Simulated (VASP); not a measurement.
A run of VASP 6.6.1 is set up as follows.

Contents of INCAR:

```
PREC = Accurate ; ENCUT = 520
EDIFF = 1E-6 ; ISMEAR = 0
SIGMA = 0.15 ; LREAL = False
LASPH = True ; NELM = 60
ALGO = Normal ; ISIF = 2
LWAVE = False ; LCHARG = True
GGA = PE ; LELF = True
LVHAR = True ; NBANDS = 52
```

The input KPOINTS:

```
Automatic mesh
0
Gamma
  3 3 1
```

POSCAR

```
Ta3Bi2I3
1.0
    4.9811197147      0.0000000000      0.0000000000
   -2.4905598574      4.3137762123      0.0000000000
    0.0000000000      0.0000000000     11.2353308051
Ta Bi I
3 2 3
Direct
    0.0000000000      0.0000000000      0.0000000000
    0.0000000000      0.0000000000      0.7661218567
    0.0000000000      0.0000000000      0.2338781433
    0.3333333333      0.6666666667      0.2714344892
    0.6666666667      0.3333333333      0.7285655108
    0.3333333333      0.6666666667     -0.0807239219
    0.6666666667      0.3333333333      1.0807239219
    0.0000000000      0.0000000000      0.5000000000
```

Potentials or basis: VASP PAW PBE potentials, release 64 (Ta_pv, Bi_d, I).

Command:

```console
$ cat potpaw_PBE.64/Ta_pv/POTCAR potpaw_PBE.64/Bi_d/POTCAR potpaw_PBE.64/I/POTCAR > POTCAR
$ mpirun -np 1 vasp_std > vasp.out
```

**Question.** What does it give for the pressure?

**Answer.** 0.0 GPa.

**Question.** What does it give for the band gap on the k mesh?

**Answer.** 0.22 eV (least direct gap 0.31 eV).

Forces in eV/Å, atoms in the order of the input:
```
Ta   0.000  0.000  0.000
Ta   0.000  0.000 -0.019
Ta   0.000  0.000  0.019
Bi   0.000  0.000 -0.013
Bi   0.000  0.000  0.013
I    0.000  0.000 -0.015
I    0.000  0.000  0.015
I    0.000  0.000  0.000
```

Caveat: the k points lie up to 0.56 Å⁻¹ apart; spin-orbit coupling is left out, which moves the levels of the heavy elements. A k mesh can miss the band edges.
